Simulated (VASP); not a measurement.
# P (Imma) in VASP: a series of runs, part 2 of 2

VASP 6.6.1.

### 3 Single point, PBEsol (15.40 Å³/atom)

This run uses another cell than the first one, of 15.40 Å³/atom.

Input file INCAR:

```
PREC     = Accurate       # precision mode
ENCUT    = 520            # plane-wave cutoff, eV
EDIFF    = 1E-7           # SCF threshold, eV
ISMEAR   = 0              # smearing method
SIGMA    = 0.1            # smearing width, eV
LREAL    = False          # projectors in reciprocal space
LASPH    = True           # aspherical terms in the spheres
NELM     = 100            # most SCF steps
ALGO     = Normal         # electronic algorithm
ISIF     = 2              # what is computed and relaxed
LWAVE    = False          # write WAVECAR
LCHARG   = True           # write CHGCAR
GGA      = PS             # functional
LELF     = True           # ELF
LVHAR    = True         
NBANDS   = 12             # bands
```

Input file KPOINTS:

```
regular mesh
0
Gamma
  16 16 16
```

Input file POSCAR:

```
P
1.0
   -1.7077454817      2.4926778998      1.8088646652
    1.7077454817     -2.4926778998      1.8088646652
    1.7077454817      2.4926778998     -1.8088646652
P
2
Direct
    0.7920685252      0.0420685252      0.7500000000
    0.2079314748      0.9579314748      0.2500000000
```

Potentials or basis: VASP PAW PBE potentials, release 64 (P).

On the command line:

```bash
$ cat potpaw_PBE.64/P/POTCAR > POTCAR
$ mpirun -np 1 vasp_std > vasp.out
```

OUTCAR:

```text
PREC = Accurate
   ENCUT = 520
   EDIFF = 1E-7
   ISMEAR = 0
   LREAL = False
   LASPH = True
   NELM = 100
   ISIF = 2
   GGA = PS

 ion  position               nearest neighbor table
   1  0.792  0.042  0.750-   2 2.28   2 2.28   2 2.51   2 2.51   2 2.72   2 2.72
   2  0.208  0.958  0.250-   1 2.28   1 2.28   1 2.51   1 2.51   1 2.72   1 2.72

  LATTYP: Found a body centered orthorhombic cell.
 ALAT       =     3.4154909634
 B/A-ratio  =     1.0592120925
 C/A-ratio  =     1.4596307977

  Lattice vectors:

[... 541 lines left out ...]
      7      11.9152      0.00000
      8      12.9673      0.00000
      9      14.0398      0.00000
     10      14.6263      0.00000
     11      15.1727      0.00000
     12      17.2377      0.00000

 [... further k-points ...]
[... 5 lines left out ...]
  --------------------------------------------------------------------------------------
  -------------------------------------------------------------------------------------
  Total       -0.3118180     -0.2809617     -0.2924039      0.0000000      0.0000000      0.0000000
  in kB      -16.2202047    -14.6151167    -15.2103189      0.0000000      0.0000000      0.0000000
  external PRESSURE =     -15.3485467 kB  Pullay stress =       0.0000000 kB

 VOLUME and BASIS-vectors are now :
 -----------------------------------------------------------------------------
  energy-cutoff  :      520.00
  volume of cell :       30.80
      direct lattice vectors                 reciprocal lattice vectors
    -1.707745482  2.492677900  1.808864665     0.000000000  0.200587489  0.276416478
     1.707745482 -2.492677900  1.808864665     0.292783676  0.000000000  0.276416478
     1.707745482  2.492677900 -1.808864665     0.292783676  0.200587489  0.000000000

 POSITION                                       TOTAL-FORCE (eV/Angst)
 -----------------------------------------------------------------------------------
      0.00000      3.73902      0.15219         0.000000      0.000000      0.035557
      1.70775     -1.24634      1.65667        -0.000000     -0.000000     -0.035557
 -----------------------------------------------------------------------------------
    total drift:                               -0.000000     -0.000000      0.000000

  FREE ENERGIE OF THE ION-ELECTRON SYSTEM (eV)
  ---------------------------------------------------
  free  energy   TOTEN  =       -11.5694445286 eV

  energy  without entropy=      -11.5681065884  energy(sigma->0) =      -11.56877556
```

OSZICAR:

```text
N       E                     dE             d eps       ncg     rms          rms(c)
DAV:   1     0.168945246601E+02    0.16895E+02   -0.44533E+03 14920   0.719E+02
DAV:   2    -0.105872865246E+02   -0.27482E+02   -0.26247E+02 19548   0.111E+02
DAV:   3    -0.116034025951E+02   -0.10161E+01   -0.10063E+01 19328   0.195E+01
DAV:   4    -0.116097582303E+02   -0.63556E-02   -0.63540E-02 17584   0.184E+00
DAV:   5    -0.116098049653E+02   -0.46735E-04   -0.46732E-04 19452   0.152E-01    0.670E+00
DAV:   6    -0.115832574343E+02    0.26548E-01   -0.71784E-03 17876   0.500E-01    0.397E+00
DAV:   7    -0.115694301988E+02    0.13827E-01   -0.13821E-02 17884   0.741E-01    0.969E-02
DAV:   8    -0.115694284681E+02    0.17307E-05   -0.16066E-03 17256   0.268E-01    0.711E-02
DAV:   9    -0.115694390867E+02   -0.10619E-04   -0.54411E-05 18716   0.522E-02    0.465E-02
DAV:  10    -0.115694445959E+02   -0.55092E-05   -0.56217E-06 17908   0.168E-02    0.724E-03
DAV:  11    -0.115694445286E+02    0.67222E-07   -0.51565E-07 19452   0.408E-03
   1 F= -.11569445E+02 E0= -.11568776E+02  d E =-.133794E-02
```

Run time: 3.3 min. Hardware: 1 thread of AMD EPYC 7R13 (Zen 3), shared host; peak memory 0.26 GiB.

What came out:

- Free energy: -11.5694 eV
- Pressure: -1.5 GPa
- Largest force: 0.036 eV/Å
- Band gap on the k mesh: zero (bands 5 and 6 overlap by 1.42 eV)

Forces on the atoms (eV/Å):
```
P    0.000  0.000  0.036
P    0.000  0.000 -0.036
```

Levels at points of the mesh, in eV from the Fermi level:
| k point | band 1 | band 2 | band 3 | band 4 | band 5 | band 6 | band 7 | band 8 | band 9 | band 10 |
| --- | --- | --- | --- | --- | --- | --- | --- | --- | --- | --- |
| (0.00, 0.00, 0.00) | -16.48 | -2.86 | -2.68 | -2.62 | -2.23 | 2.21 | 2.74 | 4.35 | 4.86 | 6.09 |
| (0.50, 0.00, 0.00) | -13.55 | -11.43 | -2.92 | -1.63 | -1.57 | 0.22 | 0.44 | 1.76 | 9.91 | 9.92 |
| (0.00, 0.50, 0.00) | -12.37 | -9.78 | -6.85 | -5.47 | -5.27 | 0.44 | 7.18 | 7.25 | 9.11 | 9.55 |
| (0.50, 0.50, 0.00) | -12.35 | -12.35 | -2.98 | -2.98 | -0.32 | -0.32 | 0.47 | 0.47 | 10.85 | 10.85 |
| (0.50, 0.50, 0.50) | -12.74 | -8.62 | -7.75 | -5.38 | -5.23 | 0.21 | 6.91 | 8.11 | 9.18 | 9.18 |

Caveat: the PAW data sets were made with another functional, which shifts forces and pressure a little.

### 4 Single point, PBEsol (15.85 Å³/atom)

This run uses another cell than the first one, of 15.85 Å³/atom.

Input file INCAR:

```
ALGO = Normal
EDIFF = 1E-6
ENCUT = 520
GGA = PS
ISIF = 2
ISMEAR = 0
LASPH = T
LCHARG = F
LREAL = F
LWAVE = F
NBANDS = 12
NELM = 80
PREC = Accurate
SIGMA = 0.1
```

Input file KPOINTS:

```
k-points
0
Gamma
  16 16 16
```

Input file POSCAR:

```
P
1.0
   -1.7132169575      2.5154446104      1.8388101862
    1.7132169575     -2.5154446104      1.8388101862
    1.7132169575      2.5154446104     -1.8388101862
P
2
Direct
    0.7961220602      0.0461220602      0.7500000000
    0.2038779398      0.9538779398      0.2500000000
```

On the command line:

```bash
$ cat potpaw_PBE.64/P/POTCAR > POTCAR
$ mpirun -np 1 vasp_std > vasp.out
```

Run time: 2.8 min. Hardware: 1 thread of AMD EPYC 7R13 (Zen 3), shared host; peak memory 0.26 GiB.

Results (log left out):

```yaml
Free_energy: -11.5574 eV
Pressure: -3.2 GPa
Largest_force: 0.033 eV/Å
Band_gap_on_the_k_mesh: zero (bands 5 and 6 overlap by 1.29 eV)
```

Forces on the atoms (eV/Å):
```
P    0.000  0.000  0.033
P    0.000  0.000 -0.033
```

Stress tensor (GPa, compression positive):
```
-3.30  0.00  0.00
 0.00 -3.05  0.00
 0.00  0.00 -3.20
```

Levels at points of the mesh, in eV from the Fermi level:
```csv
k point,band 2,band 3,band 4,band 5,band 6,band 7,band 8,band 9
"(0.00, 0.00, 0.00)",-2.94,-2.92,-2.70,-2.20,1.93,2.58,4.17,5.00
"(0.50, 0.00, 0.00)",-11.20,-3.00,-1.64,-1.54,0.33,0.43,1.72,9.56
"(0.00, 0.50, 0.00)",-9.82,-6.68,-5.38,-5.15,0.48,6.89,7.06,8.87
"(0.50, 0.50, 0.00)",-12.22,-3.09,-3.09,-0.20,-0.20,0.30,0.30,10.59
"(0.50, 0.50, 0.50)",-8.41,-7.82,-5.27,-5.11,0.23,6.63,8.05,8.79
```

Caveat: the cell stands under tension; the PAW data sets were made with another functional, which shifts forces and pressure a little.

### 5 Relaxation of shape and atoms at fixed volume, PBEsol (14.05 Å³/atom)

This run uses another cell than the first one, of 14.05 Å³/atom.

Input file INCAR:

```
SYSTEM = P
ALGO = Normal
EDIFF = 1E-7
EDIFFG = -0.01
ENCUT = 600
GGA = PS
IBRION = 2
ISIF = 4
ISMEAR = 0
LASPH = .True.
LCHARG = .False.
LREAL = .False.
LWAVE = .False.
NELM = 100
NSW = 50
PREC = Accurate
SIGMA = 0.1
```

Input file KPOINTS:

```
k-points
0
Gamma
  16 16 16
  0 0 0
```

Input file POSCAR:

```
P
1.0
   -1.6887014695      2.4162553605      1.7222266310
    1.6887014695     -2.4162553605      1.7222266310
    1.6887014695      2.4162553605     -1.7222266310
P
2
Direct
    0.7786297074      0.0286297074      0.7500000000
    0.2213702926      0.9713702926      0.2500000000
```

On the command line:

```bash
$ cat potpaw_PBE.64/P/POTCAR > POTCAR
$ mpirun -np 1 vasp_std > vasp.out
```

Wall time 7.3 min (1 thread of AMD EPYC 7R13 (Zen 3), shared host); peak memory 0.25 GiB.

The run converged. Its results:

- Free energy: -11.5557 eV
- Energy gained by relaxing: 2.2 meV/atom
- Ionic steps: 5
- Pressure after relaxing: 3.1 GPa
- Largest force after relaxing: 0.007 eV/Å
- Band gap on the k mesh: zero (bands 5 and 6 overlap by 1.95 eV)

Forces in eV/Å, atoms in the order of the input:
```
P    0.000  0.000  0.007
P    0.000  0.000 -0.007
```

Stress tensor (GPa, compression positive):
```
3.17 0.00 0.00
0.00 3.04 0.00
0.00 0.00 3.14
```

The path:
```tsv
step	energy change (eV)	largest force (eV/Å)	pressure (GPa)	volume (Å³)
1	0.0000	0.1644	4.70	28.11
2	-0.0024	0.1049	4.08	28.11
3	-0.0041	0.0304	3.01	28.11
4	-0.0042	0.0112	3.16	28.11
5	-0.0043	0.0075	3.12	28.11
```

Final structure:
```
P
1.0
    -1.70137    2.41353    1.71133
     1.70137   -2.41353    1.71133
     1.70137    2.41353   -1.71133
P
2
Direct
  0.77166 0.02166 0.75000
  0.22834 0.97834 0.25000
```

Levels at points of the mesh, in eV from the Fermi level:
```csv
k point,band 2,band 3,band 4,band 5,band 6,band 7,band 8,band 9
"(0.00, 0.00, 0.00)",-2.52,-2.43,-2.33,-1.40,3.60,3.63,4.35,5.02
"(0.50, 0.00, 0.00)",-12.25,-2.39,-1.60,-1.57,-0.77,1.00,1.74,11.48
"(0.00, 0.50, 0.00)",-9.51,-7.34,-5.66,-5.62,0.38,8.08,8.08,9.33
"(0.50, 0.50, 0.00)",-12.76,-2.26,-2.26,-0.90,-0.90,1.29,1.29,11.92
"(0.50, 0.50, 0.50)",-9.21,-7.57,-5.68,-5.58,0.28,8.00,8.27,9.31
```

Caveat: the PAW data sets were made with another functional, which shifts forces and pressure a little.

### 6 Summary

```csv
task,cell,cutoff (eV),gap on the mesh (eV),pressure (GPa),largest force (eV/Å)
single point,"a = 3.486 Å, angles 121.5, 89.9, 118.6°, 2 atoms, atomic positions A",520,none,0.1,0.03
single point,"a = 3.522 Å, angles 122.0, 89.9, 118.2°, 2 atoms, atomic positions B",520,none,-1.5,0.04
single point,"a = 3.556 Å, angles 122.4, 89.9, 117.7°, 2 atoms, atomic positions C",520,none,-3.2,0.03
relaxation of shape and atoms at fixed volume,"relaxed from a = 3.414 Å, angles 120.7, 89.9, 119.4°, 2 atoms, atomic positions D",600,none,3.1,0.01
```

Alike in all rows: level PBEsol; potentials or basis VASP PAW PBE potentials, release 64 (P); no spin polarisation; k mesh 16 × 16 × 16; smearing gaussian 0.1 eV.

Caveats: the PAW data sets were made with another functional, which shifts forces and pressure a little; the cell stands under tension (at least some runs).

Total energies depend on the potentials used, so only differences within one code and one set of settings carry meaning.
